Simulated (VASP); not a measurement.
# Ti2C (R-3m) in VASP: single point with r2SCAN

Aim: the single point of Ti2C with r2SCAN.

Everything below comes from runs of VASP 6.6.1. Logs are shortened: lines on timing, memory, paths and dates and some standing lists are left out, and cuts for length are marked.

## 1. The cell of the first run

Symmetry: R-3m, No. 166, trigonal system. The conventional cell has a = 3.081 Å, b = 3.081 Å, c = 14.441 Å, α = 90.00°, β = 90.00°, γ = 120.00°. Ti (site symmetry 3m) has 3 C at 2.11 Å and 3 Ti at 2.89 Å within 2.9 Å. C (site symmetry -3m) has 6 Ti at 2.11 Å within 2.8 Å.

## 2. Single point, r2SCAN

Contents of POSCAR:

```
Ti2C
1.0
    1.5406981810      0.8895225095      4.8137698526
   -1.5406981810      0.8895225095      4.8137698526
    0.0000000000     -1.7790450190      4.8137698526
Ti C
2 1
Direct
    0.2454978300      0.2454978300      0.2454978300
    0.7545021700      0.7545021700      0.7545021700
    0.5000000000      0.5000000000      0.5000000000
```

Contents of INCAR.step1:

```
SYSTEM = Ti2C
ALGO = Normal
EDIFF = 1E-5
ENCUT = 1430
GGA = PE
GGA_COMPAT = .FALSE.
ISMEAR = 0
LASPH = .TRUE.
LCHARG = .FALSE.
LREAL = .FALSE.
LWAVE = .TRUE.
NBANDS = 21
NELM = 120
PREC = Accurate
SIGMA = 0.1
```

Contents of INCAR.step2:

```
SYSTEM = Ti2C
ALGO = Normal
EDIFF = 1E-6
ENCUT = 1430
GGA_COMPAT = .FALSE.
ISIF = 2
ISMEAR = 0
ISTART = 1
LASPH = .TRUE.
LCHARG = .FALSE.
LMIXTAU = .TRUE.
LREAL = .FALSE.
LWAVE = .FALSE.
METAGGA = R2SCAN
NBANDS = 21
NELM = 120
PREC = Accurate
SIGMA = 0.1
```

Contents of KPOINTS:

```
k-points
0
G
  3 3 3
  0 0 0
```

Potentials or basis: VASP PAW PBE potentials, release 64 (Ti_sv, C_h).

Started as:

```bash
cat potpaw_PBE.64/Ti_sv/POTCAR potpaw_PBE.64/C_h/POTCAR > POTCAR
cp INCAR.step1 INCAR
mpirun -np 1 vasp_std > vasp.out
cp INCAR.step2 INCAR
mpirun -np 1 vasp_std > vasp.out
```

OUTCAR:

```text
SYSTEM = Ti2C
   EDIFF = 1E-6
   ENCUT = 1430
   ISIF = 2
   ISMEAR = 0
   ISTART = 1
   LASPH = .TRUE.
   LREAL = .FALSE.
   METAGGA = R2SCAN
   NELM = 120
   PREC = Accurate

 ion  position               nearest neighbor table
   1  0.245  0.245  0.245-   3 2.11   3 2.11   3 2.11   2 2.89   2 2.89   2 2.89
   2  0.755  0.755  0.755-   3 2.11   3 2.11   3 2.11   1 2.89   1 2.89   1 2.89
   3  0.500  0.500  0.500-   1 2.11   2 2.11   1 2.11   1 2.11   2 2.11   2 2.11

  LATTYP: Found a trigonal (rhomboedric) cell.
 ALAT       =     5.1319958470
 COS(alpha) =     0.8197428324

  Lattice vectors:

 A1 = (   1.5406981810,   0.8895225095,   4.8137698526)
 A2 = (  -1.5406981810,   0.8895225095,   4.8137698526)
 A3 = (   0.0000000000,  -1.7790450190,   4.8137698526)

Analysis of symmetry for initial positions (statically):
=====================================================================
 Subroutine PRICEL returns:
 Original cell was already a primitive cell.

 Routine SETGRP: Setting up the symmetry group for a
 trigonal (rhombohedral) supercell.

 Subroutine GETGRP returns: Found 12 space group operations
 (whereof 12 operations were pure point group operations)
 out of a pool of 12 trial point group operations.

The static configuration has the point symmetry D_3d.

Analysis of symmetry for dynamics (positions and initial velocities):
=====================================================================
 Subroutine PRICEL returns:
 Original cell was already a primitive cell.

 Routine SETGRP: Setting up the symmetry group for a
 trigonal (rhombohedral) supercell.

 Subroutine GETGRP returns: Found 12 space group operations
 (whereof 12 operations were pure point group operations)
 out of a pool of 12 trial point group operations.

The dynamic configuration has the point symmetry D_3d.

 Subroutine INISYM returns: Found 12 space group operations
 (whereof 12 operations are pure point group operations),
 and found     1 'primitive' translations

----------------------------------------------------------------------------------------

                                     Primitive cell

  volume of cell :      39.5832

  direct lattice vectors                    reciprocal lattice vectors
     1.540698181  0.889522510  4.813769853     0.324528195  0.187366441  0.069245798
    -1.540698181  0.889522510  4.813769853    -0.324528195  0.187366441  0.069245798
     0.000000000 -1.779045019  4.813769853     0.000000000 -0.374732882  0.069245798

  length of vectors
     5.131995847  5.131995847  5.131995847     0.381077044  0.381077044  0.381077044

  position of ions in fractional coordinates (direct lattice)
     0.245497830  0.245497830  0.245497830
     0.754502170  0.754502170  0.754502170
     0.500000000  0.500000000  0.500000000

  ion indices of the primitive-cell ions
   primitive index   ion index
                 1           1
                 2           2
                 3           3

----------------------------------------------------------------------------------------

 KPOINTS: k-points

Automatic generation of k-mesh.
 Grid dimensions read from file:
 generate k-points for:    3    3    3

 Generating k-lattice:

  Cartesian coordinates                     Fractional coordinates (reciprocal lattice)
     0.108176065  0.062455480  0.023081933     0.333333333  0.000000000  0.000000000
    -0.108176065  0.062455480  0.023081933     0.000000000  0.333333333  0.000000000
     0.000000000 -0.124910961  0.023081933     0.000000000  0.000000000  0.333333333

  Length of vectors
     0.127025681  0.127025681  0.127025681

  Shift w.r.t. Gamma in fractional coordinates (k-lattice)
     0.000000000  0.000000000  0.000000000

 Subroutine IBZKPT returns following result:
 ===========================================

 Found      6 irreducible k-points:

 Following reciprocal coordinates:
            Coordinates               Weight
  0.000000  0.000000  0.000000      1.000000
  0.333333  0.000000 -0.000000      6.000000
  0.333333  0.333333 -0.000000      6.000000
 -0.333333  0.333333  0.000000      6.000000
  0.333333  0.333333  0.333333      2.000000
 -0.333333  0.333333  0.333333      6.000000
   k-points           NKPTS =      6   k-points in BZ     NKDIM =      6   number of bands    NBANDS=     21
   number of dos      NEDOS =    301   number of ions     NIONS =      3
   total plane-waves  NPLWV = 262144
   dimension x,y,z NGX =    64 NGY =   64 NGZ =   64
   dimension x,y,z NGXF=   128 NGYF=  128 NGZF=  128
   ions per type =               2   1
   NGX,Y,Z   is equivalent  to a cutoff of  20.73, 20.73, 20.73 a.u.
   NGXF,Y,Z  is equivalent  to a cutoff of  41.46, 41.46, 41.46 a.u.
 SYSTEM =  Ti2C
   PREC   = accura    normal or accurate (medium, high low for compatibility)
   ISTART =      1    job   : 0-new  1-cont  2-samecut
   ICHARG =      0    charge: 1-file 2-atom 10-const
   ISPIN  =      1    spin polarized calculation?
   LNONCOLLINEAR =      F non collinear calculations
   LSORBIT =      F    spin-orbit coupling
   LASPH  =      T    aspherical Exc in radial PAW
   ENCUT  = 1430.0 eV 105.10 Ry   10.25 a.u.  15.82 15.82 15.82*2*pi/ulx,y,z
   NELM   =    120;   NELMIN=  2; NELMDL=  0     # of ELM steps
   EDIFF  = 0.1E-05   stopping-criterion for ELM
   LREAL  =      F    real-space projection
   EDIFFG = 0.1E-04   stopping-criterion for IOM
   NSW    =      0    number of steps for IOM
   IBRION =     -1    ionic relax: 0-MD 1-quasi-New 2-CG
   NFREE  =      0    steps in history (QN), initial steepest desc. (CG)
   ISIF   =      2    stress and relaxation
   ISYM   =      2    0-nonsym 1-usesym 2-fastsym
   POTIM  = 0.5000    time-step for ionic-motion
   TEBEG  =    0.0;   TEEND  =   0.0 temperature during run
   PSTRESS=    0.0 pullay stress
   NELECT =      28.0000    total number of electrons
   NUPDOWN=      -1.0000    fix difference up-down
   EMIN   =  10.00;   EMAX   =-10.00  energy-range for DOS
   EFERMI =   0.00;   METHOD = LEGACY
   ISMEAR =     0;   SIGMA  =   0.10  broadening in eV -4-tet -1-fermi 0-gaus
   EFERMI_NEDOS =   21; number of points for ismear=-14 and -15
   IALGO  =     38    algorithm
   IMIX   =      4    mixing-type and parameters
     AMIX     =   0.40;   BMIX     =  1.00
     AMIX_MAG =   1.60;   BMIX_MAG =  1.00
  volume/ion in A,a.u.               =      13.19        89.04
  Fermi-wavevector in a.u.,A,eV,Ry     =   1.458670  2.756487 28.949376  2.127719
  Thomas-Fermi vector in A             =   2.575328
   LORBIT       =      0    0 simple, 1 ext, 2 COOP (PROOUT), +10 PAW based schemes
   METAGGA = R2SCAN    functional components
   LHFCALC =     F    Hartree Fock is set to
   AEXX    =    0.0000 exact exchange contribution
   IVDW    =     0    specifies the selected vdW correction
   LEPSILON=     F    determine dielectric tensor
   LRPA    =     F    only Hartree local field effects (RPA)
 non-spin polarized calculation
 Gauss-broadening in eV      SIGMA  =   0.10
  energy-cutoff  :     1430.00
  volume of cell :       39.58
 maximum number of plane-waves:      4901
   NGX = 31   NGY = 31   NGZ = 31

 number of electron      28.0000000 magnetization

 Free energy of the ion-electron system (eV)
  ---------------------------------------------------
  ext. energy  EPLUGINS =         0.00000000
  ---------------------------------------------------
  free energy    TOTEN  =       -38.27680122 eV

  energy without entropy =      -38.26424941  energy(sigma->0) =      -38.27052531

 E-fermi :   8.7448     XC(G=0): -12.7296

 val. band max:        8.0958698401   @ k =  -0.3333   0.3333   0.0000
 cond. band min:       8.7447910534   @ k =  -0.3333   0.3333   0.3333
 fundamental gap:      0.6489212133
 Fermi energy:         8.7447705477

 k-point     1 :       0.0000    0.0000    0.0000
  band No.  band energies     occupation
      1     -50.5476      2.00000
      2     -50.4432      2.00000
      3     -26.0737      2.00000
      4     -25.5559      2.00000
      5     -25.5559      2.00000
      6     -25.4911      2.00000
[... 13 lines left out ...]
     20      11.7824      0.00000
     21      12.9031      0.00000

 k-point     2 :       0.3333    0.0000   -0.0000
  band No.  band energies     occupation
      1     -50.4885      2.00000
      2     -50.4346      2.00000
      3     -25.9244      2.00000
      4     -25.8132      2.00000
      5     -25.7223      2.00000
      6     -25.6175      2.00000
[... 13 lines left out ...]
     20      12.1061      0.00000
     21      13.7459      0.00000

 k-point     3 :       0.3333    0.3333   -0.0000
  band No.  band energies     occupation
      1     -50.4884      2.00000
      2     -50.4347      2.00000
      3     -25.9691      2.00000
      4     -25.8779      2.00000
      5     -25.6581      2.00000
      6     -25.6490      2.00000
[... 13 lines left out ...]
     20      12.1358      0.00000
     21      13.2607      0.00000

 k-point     4 :      -0.3333    0.3333    0.0000
  band No.  band energies     occupation
      1     -50.4445      2.00000
      2     -50.4445      2.00000
      3     -25.9029      2.00000
      4     -25.8504      2.00000
      5     -25.8375      2.00000
      6     -25.6942      2.00000
[... 13 lines left out ...]
     20      13.1948      0.00000
     21      13.2176      0.00000

 k-point     5 :       0.3333    0.3333    0.3333
  band No.  band energies     occupation
      1     -50.5285      2.00000
      2     -50.4627      2.00000
      3     -25.9577      2.00000
      4     -25.6144      2.00000
      5     -25.5404      2.00000
      6     -25.5404      2.00000
[... 13 lines left out ...]
     20      11.1976      0.00000
     21      13.1904      0.00000

 k-point     6 :      -0.3333    0.3333    0.3333
  band No.  band energies     occupation
      1     -50.4750      2.00000
      2     -50.4482      2.00000
      3     -25.9498      2.00000
      4     -25.8586      2.00000
      5     -25.6378      2.00000
      6     -25.6342      2.00000
[... 13 lines left out ...]
     20      12.2454      0.00000
     21      13.4856      0.00000

------------------------ aborting loop because EDIFF is reached ----------------------------------------

  FORCE on cell =-STRESS in cart. coord.  units (eV):
  Direction    XX          YY          ZZ          XY          YZ          ZX
  --------------------------------------------------------------------------------------
  -------------------------------------------------------------------------------------
  Total       -0.2029066     -0.2029066      0.0208889      0.0000000      0.0000000      0.0000000
  in kB       -8.2128853     -8.2128853      0.8455028      0.0000000      0.0000000      0.0000000
  external PRESSURE =      -5.1934226 kB  Pullay stress =       0.0000000 kB

 VOLUME and BASIS-vectors are now :
 -----------------------------------------------------------------------------
  energy-cutoff  :     1430.00
  volume of cell :       39.58
      direct lattice vectors                 reciprocal lattice vectors
     1.540698181  0.889522510  4.813769853     0.324528195  0.187366441  0.069245798
    -1.540698181  0.889522510  4.813769853    -0.324528195  0.187366441  0.069245798
     0.000000000 -1.779045019  4.813769853     0.000000000 -0.374732882  0.069245798

 POSITION                                       TOTAL-FORCE (eV/Angst)
 -----------------------------------------------------------------------------------
      0.00000      0.00000      3.54531         0.000000      0.000000     -0.034970
      0.00000      0.00000     10.89600         0.000000      0.000000      0.034970
      0.00000      0.00000      7.22065         0.000000     -0.000000      0.000000
 -----------------------------------------------------------------------------------
    total drift:                                0.000000      0.000000     -0.000000

  FREE ENERGIE OF THE ION-ELECTRON SYSTEM (eV)
  ---------------------------------------------------
  free  energy   TOTEN  =       -38.2768012170 eV

  energy  without entropy=      -38.2642494060  energy(sigma->0) =      -38.27052531
```

It took 4.6 min on 1 thread of Intel Xeon Platinum 8488C (Sapphire Rapids), shared host; peak memory 0.64 GiB.

What came out:

- Free energy: -38.2768 eV
- Pressure: -0.5 GPa
- Largest force: 0.035 eV/Å
- Band gap on the k mesh: zero (bands 14 and 15 overlap by 0.47 eV)

Forces on the atoms (eV/Å):
```
Ti   0.000  0.000 -0.035
Ti   0.000  0.000  0.035
C    0.000  0.000  0.000
```

Stress tensor (GPa, compression positive):
```
-0.82  0.00  0.00
 0.00 -0.82  0.00
 0.00  0.00  0.08
```

Caveat: the k points lie up to 0.80 Å⁻¹ apart; the PAW data sets were made with another functional, which shifts forces and pressure a little.

The gap in the log of VASP goes by the Fermi energy; the results here count the filled bands.